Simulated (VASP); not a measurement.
# Cd2PdO2 (Immm) in VASP: single point with r2SCAN

Aim: the single point of Cd2PdO2 with r2SCAN.

Everything below comes from runs of VASP 6.6.1. Logs are shortened: lines on timing, memory, paths and dates and some standing lists are left out, and cuts for length are marked.

## (1) The cell of the first run

The structure is orthorhombic, space group Immm (No. 71). Conventional cell: a = 3.093 Å, b = 4.683 Å, c = 10.176 Å, α = 90.00°, β = 90.00°, γ = 90.00°. Pd (site symmetry mmm) has 4 O at 2.08 Å within 2.8 Å. O (site symmetry mm2) has 2 Pd at 2.08 Å and 4 Cd at 2.34 to 2.72 Å and 1 O at 2.79 Å within 2.8 Å. Cd (site symmetry mm2) has 4 O at 2.34 to 2.72 Å and 3 Cd at 2.90 to 3.09 Å and 4 Pd at 3.16 Å within 3.2 Å.

## (2) Single point, r2SCAN

File POSCAR:

```
Cd2PdO2
1.0
    0.0000000000      3.0926300000      0.0000000000
    4.6833400000      0.0000000000      0.0000000000
    2.3416700000      1.5463150000     -5.0880180000
Pd O Cd
1 2 2
Direct
    0.0000000000      0.0000000000      0.0000000000
    0.3627000000      0.8627000000      0.2746000000
    0.6373000000      0.1373000000      0.7254000000
    0.3575800000      0.3575800000      0.2848400000
    0.6424200000      0.6424200000      0.7151600000
```

File INCAR.step1:

```
SYSTEM = Cd2PdO2
  PREC = Accurate
  ENCUT = 520
  ISMEAR = -1
  SIGMA = 0.1
  LREAL = .False.
  LASPH = .True.
  NELM = 100
  NBANDS = 31
  GGA = PE
  ALGO = Normal
  EDIFF = 1E-4
  LWAVE = .True.
  LCHARG = .False.
```

File INCAR.step2:

```
SYSTEM = Cd2PdO2
  PREC = Accurate
  ENCUT = 520
  EDIFF = 1E-6
  ISMEAR = -1
  SIGMA = 0.1
  LREAL = .False.
  LASPH = .True.
  NELM = 100
  ALGO = Normal
  ISIF = 2
  LWAVE = .False.
  LCHARG = .True.
  METAGGA = R2SCAN
  LMIXTAU = .True.
  LELF = .True.
  LVHAR = .True.
  NBANDS = 31
  ISTART = 1
```

File KPOINTS:

```
regular mesh
0
Gamma
  8 8 8
  0 0 0
```

Potentials or basis: VASP PAW PBE potentials, release 64 (Pd, O, Cd).

Run with:

```console
$ cat potpaw_PBE.64/Pd/POTCAR potpaw_PBE.64/O/POTCAR potpaw_PBE.64/Cd/POTCAR > POTCAR
$ cp INCAR.step1 INCAR
$ mpirun -np 1 vasp_std > vasp.out
$ cp INCAR.step2 INCAR
$ mpirun -np 1 vasp_std > vasp.out
```

OUTCAR:

```text
SYSTEM = Cd2PdO2
   PREC = Accurate
   ENCUT = 520
   EDIFF = 1E-6
   ISMEAR = -1
   LREAL = .False.
   LASPH = .True.
   NELM = 100
   ISIF = 2
   METAGGA = R2SCAN
   ISTART = 1

 ion  position               nearest neighbor table
   1  0.000  0.000  0.000-   2 2.08   3 2.08   3 2.08   2 2.08   5 3.16   4 3.16   5 3.16   4 3.16
                             5 3.16   4 3.16   4 3.16   5 3.16
   2  0.363  0.863  0.275-   1 2.08   1 2.08   4 2.34   4 2.34   5 2.72   5 2.72
   3  0.637  0.137  0.725-   1 2.08   1 2.08   5 2.34   5 2.34   4 2.72   4 2.72
   4  0.358  0.358  0.285-   2 2.34   2 2.34   3 2.72   3 2.72   5 2.90   1 3.16   1 3.16   1 3.16
                             1 3.16   5 3.56   5 3.56   5 3.56   5 3.56
   5  0.642  0.642  0.715-   3 2.34   3 2.34   2 2.72   2 2.72   4 2.90   1 3.16   1 3.16   1 3.16
                             1 3.16   4 3.56   4 3.56   4 3.56   4 3.56

  LATTYP: Found a body centered orthorhombic cell.
 ALAT       =     3.0926300000
 B/A-ratio  =     1.5143550958
 C/A-ratio  =     3.2904149543

  Lattice vectors:

 A1 = (   2.3416700000,   1.5463150000,   5.0880180000)
 A2 = (  -2.3416700000,  -1.5463150000,   5.0880180000)
 A3 = (   2.3416700000,  -1.5463150000,  -5.0880180000)

Analysis of symmetry for initial positions (statically):
=====================================================================
 Subroutine PRICEL returns:
 Original cell was already a primitive cell.

 Routine SETGRP: Setting up the symmetry group for a
 body centered orthorhombic supercell.

 Subroutine GETGRP returns: Found  8 space group operations
 (whereof  8 operations were pure point group operations)
 out of a pool of  8 trial point group operations.

The static configuration has the point symmetry D_2h.

Analysis of symmetry for dynamics (positions and initial velocities):
=====================================================================
 Subroutine PRICEL returns:
 Original cell was already a primitive cell.

 Routine SETGRP: Setting up the symmetry group for a
 body centered orthorhombic supercell.

 Subroutine GETGRP returns: Found  8 space group operations
 (whereof  8 operations were pure point group operations)
 out of a pool of  8 trial point group operations.

The dynamic configuration has the point symmetry D_2h.

 Subroutine INISYM returns: Found  8 space group operations
 (whereof  8 operations are pure point group operations),
 and found     1 'primitive' translations

----------------------------------------------------------------------------------------

                                     Primitive cell

  volume of cell :      73.6940

  direct lattice vectors                    reciprocal lattice vectors
     0.000000000  3.092630000  0.000000000     0.000000000  0.323349382  0.098270093
     4.683340000  0.000000000  0.000000000     0.213522828  0.000000000  0.098270093
     2.341670000  1.546315000 -5.088018000     0.000000000  0.000000000 -0.196540185

  length of vectors
     3.092630000  4.683340000  5.810545210     0.337952414  0.235051078  0.196540185

  position of ions in fractional coordinates (direct lattice)
     0.000000000  0.000000000  0.000000000
     0.362700000  0.862700000  0.274600000
     0.637300000  0.137300000  0.725400000
     0.357580000  0.357580000  0.284840000
     0.642420000  0.642420000  0.715160000

  ion indices of the primitive-cell ions
   primitive index   ion index
                 1           1
                 2           2
                 3           3
                 4           4
                 5           5

----------------------------------------------------------------------------------------

 KPOINTS: regular mesh

Automatic generation of k-mesh.
 Grid dimensions read from file:
 generate k-points for:    8    8    8

 Generating k-lattice:

  Cartesian coordinates                     Fractional coordinates (reciprocal lattice)
     0.000000000  0.040418673  0.012283762     0.125000000  0.000000000 -0.000000000
     0.026690353  0.000000000  0.012283762     0.000000000  0.125000000 -0.000000000
     0.000000000  0.000000000 -0.024567523     0.000000000  0.000000000  0.125000000

  Length of vectors
     0.042244052  0.029381385  0.024567523

  Shift w.r.t. Gamma in fractional coordinates (k-lattice)
     0.000000000  0.000000000  0.000000000

 Subroutine IBZKPT returns following result:
 ===========================================

 Found     95 irreducible k-points:

 Following reciprocal coordinates:
            Coordinates               Weight
  0.000000  0.000000  0.000000      1.000000
  0.125000  0.000000 -0.000000      4.000000
  0.250000  0.000000 -0.000000      4.000000
  0.375000  0.000000 -0.000000      4.000000
  0.500000  0.000000 -0.000000      2.000000
  0.000000  0.125000 -0.000000      4.000000
[... 16 lines left out ...]
  0.125000  0.375000 -0.000000      8.000000
  0.250000  0.375000 -0.000000      8.000000
 [... further k-points ...]
   k-points           NKPTS =     95   k-points in BZ     NKDIM =     95   number of bands    NBANDS=     31
   number of dos      NEDOS =    301   number of ions     NIONS =      5
   total plane-waves  NPLWV =  41472
   dimension x,y,z NGX =    24 NGY =   36 NGZ =   48
   dimension x,y,z NGXF=    48 NGYF=   72 NGZF=   96
   ions per type =               1   2   2
   NGX,Y,Z   is equivalent  to a cutoff of  12.90, 12.78, 13.73 a.u.
   NGXF,Y,Z  is equivalent  to a cutoff of  25.80, 25.56, 27.47 a.u.
 SYSTEM =  Cd2PdO2
   PREC   = accura    normal or accurate (medium, high low for compatibility)
   ISTART =      1    job   : 0-new  1-cont  2-samecut
   ICHARG =      0    charge: 1-file 2-atom 10-const
   ISPIN  =      1    spin polarized calculation?
   LNONCOLLINEAR =      F non collinear calculations
   LSORBIT =      F    spin-orbit coupling
   LASPH  =      T    aspherical Exc in radial PAW
   ENCUT  =  520.0 eV  38.22 Ry    6.18 a.u.   5.75  8.71 10.80*2*pi/ulx,y,z
   NELM   =    100;   NELMIN=  2; NELMDL=  0     # of ELM steps
   EDIFF  = 0.1E-05   stopping-criterion for ELM
   LREAL  =      F    real-space projection
   EDIFFG = 0.1E-04   stopping-criterion for IOM
   NSW    =      0    number of steps for IOM
   IBRION =     -1    ionic relax: 0-MD 1-quasi-New 2-CG
   NFREE  =      0    steps in history (QN), initial steepest desc. (CG)
   ISIF   =      2    stress and relaxation
   ISYM   =      2    0-nonsym 1-usesym 2-fastsym
   POTIM  = 0.5000    time-step for ionic-motion
   TEBEG  =    0.0;   TEEND  =   0.0 temperature during run
   PSTRESS=    0.0 pullay stress
   NELECT =      46.0000    total number of electrons
   NUPDOWN=      -1.0000    fix difference up-down
   EMIN   =  10.00;   EMAX   =-10.00  energy-range for DOS
   EFERMI =   0.00;   METHOD = LEGACY
   ISMEAR =    -1;   SIGMA  =   0.10  broadening in eV -4-tet -1-fermi 0-gaus
   EFERMI_NEDOS =   21; number of points for ismear=-14 and -15
   IALGO  =     38    algorithm
   IMIX   =      4    mixing-type and parameters
     AMIX     =   0.40;   BMIX     =  1.00
     AMIX_MAG =   1.60;   BMIX_MAG =  1.00
  volume/ion in A,a.u.               =      14.74        99.46
  Fermi-wavevector in a.u.,A,eV,Ry     =   1.399104  2.643923 26.633297  1.957492
  Thomas-Fermi vector in A             =   2.522196
   LORBIT       =      0    0 simple, 1 ext, 2 COOP (PROOUT), +10 PAW based schemes
   METAGGA = R2SCAN    functional components
   LHFCALC =     F    Hartree Fock is set to
   AEXX    =    0.0000 exact exchange contribution
   IVDW    =     0    specifies the selected vdW correction
   LEPSILON=     F    determine dielectric tensor
   LRPA    =     F    only Hartree local field effects (RPA)
 non-spin polarized calculation
  energy-cutoff  :      520.00
  volume of cell :       73.69
 maximum number of plane-waves:      2001
   NGX = 11   NGY = 17   NGZ = 21

 number of electron      46.0000006 magnetization

 Free energy of the ion-electron system (eV)
  ---------------------------------------------------
  ext. energy  EPLUGINS =         0.00000000
  ---------------------------------------------------
  free energy    TOTEN  =       -77.45827715 eV

  energy without entropy =      -77.40203174  energy(sigma->0) =      -77.43015445

 E-fermi :   4.5796     XC(G=0): -12.1210

 val. band max:        4.5665970605   @ k =  -0.3750  -0.1250   0.2500
 cond. band min:       4.5957767748   @ k =   0.5000   0.3750  -0.0000
 fundamental gap:      0.0291797143
 Fermi energy:         4.5796216879

 k-point     1 :       0.0000    0.0000    0.0000
  band No.  band energies     occupation
      1     -15.9680      2.00000
      2     -15.2828      2.00000
      3      -5.1941      2.00000
      4      -5.0734      2.00000
      5      -4.7168      2.00000
      6      -4.6380      2.00000
[... 23 lines left out ...]
     30      13.1882      0.00000
     31      16.1004      0.00000

 k-point     2 :       0.1250    0.0000   -0.0000
  band No.  band energies     occupation
      1     -15.8867      2.00000
      2     -15.3106      2.00000
      3      -5.0997      2.00000
      4      -4.9281      2.00000
      5      -4.6885      2.00000
      6      -4.6761      2.00000
[... 23 lines left out ...]
     30      13.0914      0.00000
     31      14.4333      0.00000

 k-point     3 :       0.2500    0.0000   -0.0000
  band No.  band energies     occupation
      1     -15.6846      2.00000
      2     -15.3767      2.00000
      3      -4.9696      2.00000
      4      -4.8420      2.00000
      5      -4.7479      2.00000
      6      -4.6128      2.00000
[... 23 lines left out ...]
     30      12.4041      0.00000
     31      14.2719      0.00000

 k-point     4 :       0.3750    0.0000   -0.0000
  band No.  band energies     occupation
      1     -15.4834      2.00000
      2     -15.4317      2.00000
      3      -5.0378      2.00000
      4      -4.9047      2.00000
      5      -4.8244      2.00000
      6      -4.7550      2.00000
[... 635 lines left out ...]
     30      15.3052      0.00000
     31      16.1469      0.00000

 k-point    23 :       0.1250    0.3750   -0.0000
  band No.  band energies     occupation
      1     -15.7459      2.00000
      2     -15.2844      2.00000
      3      -5.1504      2.00000
      4      -5.0729      2.00000
      5      -5.0147      2.00000
      6      -4.9526      2.00000
[... 23 lines left out ...]
     30      13.8582      0.00000
     31      15.4747      0.00000

 k-point    24 :       0.2500    0.3750   -0.0000
  band No.  band energies     occupation
      1     -15.5558      2.00000
      2     -15.3365      2.00000
      3      -5.0688      2.00000
      4      -4.9608      2.00000
      5      -4.9257      2.00000
      6      -4.8519      2.00000
[... 23 lines left out ...]
     30      13.2963      0.00000
     31      14.5799      0.00000

 [... further k-points ...]

------------------------ aborting loop because EDIFF is reached ----------------------------------------

  FORCE on cell =-STRESS in cart. coord.  units (eV):
  Direction    XX          YY          ZZ          XY          YZ          ZX
  --------------------------------------------------------------------------------------
  -------------------------------------------------------------------------------------
  Total        2.1994791      1.3066347     -1.1050247     -0.0000000      0.0000000      0.0000000
  in kB       47.8187398     28.4074654    -24.0242732     -0.0000000      0.0000000      0.0000000
  external PRESSURE =      17.4006440 kB  Pullay stress =       0.0000000 kB

 VOLUME and BASIS-vectors are now :
 -----------------------------------------------------------------------------
  energy-cutoff  :      520.00
  volume of cell :       73.69
      direct lattice vectors                 reciprocal lattice vectors
     0.000000000  3.092630000  0.000000000     0.000000000  0.323349382  0.098270093
     4.683340000  0.000000000  0.000000000     0.213522828  0.000000000  0.098270093
     2.341670000  1.546315000 -5.088018000     0.000000000  0.000000000 -0.196540185

 POSITION                                       TOTAL-FORCE (eV/Angst)
 -----------------------------------------------------------------------------------
      0.00000      0.00000      0.00000         0.000000      0.000000      0.000000
      4.68334      1.54631     -1.39717        -0.000000      0.000000     -0.950249
      2.34167      3.09263     -3.69085         0.000000     -0.000000      0.950249
      2.34167      1.54632     -1.44927         0.000000      0.000000     -0.397658
      4.68334      3.09263     -3.63875        -0.000000     -0.000000      0.397658
 -----------------------------------------------------------------------------------
    total drift:                               -0.000000      0.000000      0.000000

  FREE ENERGIE OF THE ION-ELECTRON SYSTEM (eV)
  ---------------------------------------------------
  free  energy   TOTEN  =       -77.4582771502 eV

  energy  without entropy=      -77.4020317433  energy(sigma->0) =      -77.43015445
```

It took 4.3 min on 1 thread of Intel Xeon 6975P-C (Granite Rapids), shared host; peak memory 0.35 GiB.

Results:

| Quantity | Value |
| --- | --- |
| Free energy | -77.4583 eV |
| Pressure | 1.7 GPa |
| Largest force | 0.950 eV/Å |
| Band gap on the k mesh | zero (bands 23 and 24 overlap by 0.65 eV) |

Forces in eV/Å, atoms in the order of the input:
```
Pd   0.000  0.000  0.000
O    0.000  0.000 -0.950
O    0.000  0.000  0.950
Cd   0.000  0.000 -0.398
Cd   0.000  0.000  0.398
```

Levels at points of the mesh, in eV from the Fermi level:
```
           k point  band 20  band 21  band 22  band 23  band 24  band 25  band 26  band 27
(0.00, 0.00, 0.00)    -2.76    -2.66    -1.73    -1.64     0.52     1.12     3.84     5.17
(0.50, 0.00, 0.00)    -3.01    -2.20    -1.76    -0.26     0.53     2.52     2.98     3.00
(0.00, 0.50, 0.00)    -2.82    -2.21    -1.70    -0.62     1.06     1.20     2.67     4.02
(0.50, 0.50, 0.00)    -2.68    -1.92    -1.64    -0.29     0.53     2.24     3.33     4.53
(0.00, 0.00, 0.50)    -2.81    -2.76    -1.59    -0.80     0.29     1.24     4.50     4.97
```

Caveat: the stress differs along the axes, from -2 to 5 GPa; the PAW data sets were made with another functional, which shifts forces and pressure a little.

The gap in the log of VASP goes by the Fermi energy; the results here count the filled bands.